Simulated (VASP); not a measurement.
The system is Ga.

```xyz
1
Lattice="-1.7406 1.7406 1.7406 1.7406 -1.7406 1.7406 1.7406 1.7406 -1.7406" Properties=species:S:1:pos:R:3 pbc="T T T"
Ga    0.0000    0.0000    0.0000
```

```yaml
Program: VASP 6.6.1
Task: relaxation of cell and atoms
Functional: PBEsol
Potentials_or_basis: VASP PAW PBE potentials, release 64 (Ga_d)
Cutoff: 600 eV
k_mesh: 8 × 8 × 8
Occupations: gaussian, width 0.1 eV
Spin: no spin polarisation
```

At the start: pressure -6.0 GPa; volume 21.10 Å³/atom.

Question: Where does the relaxation end?

Answer: Over 4 steps the energy falls by 67.7 meV/atom and the volume is 18.06 Å³/atom (-14.4 %); space group Im-3m (No. 229, to 0.05 Å).

The path:
```
step  energy change (eV)  largest force (eV/Å)  pressure (GPa)  volume (Å³)
   1              0.0000                0.0000           -6.04        21.10
   2             -0.0633                0.0000           -2.26        18.76
   3             -0.0674                0.0000            0.49        17.92
   4             -0.0677                0.0000           -0.04        18.06
```

Final structure:
```yaml
crystal:
  lattice:
    - [-1.65290, 1.65290, 1.65290]
    - [1.65290, -1.65290, 1.65290]
    - [1.65290, 1.65290, -1.65290]
  atoms:
    - { symbol: Ga, position: [0.00000, 0.00000, 0.00000] }
```

Caveat: the PAW data sets were made with another functional, which shifts forces and pressure a little.
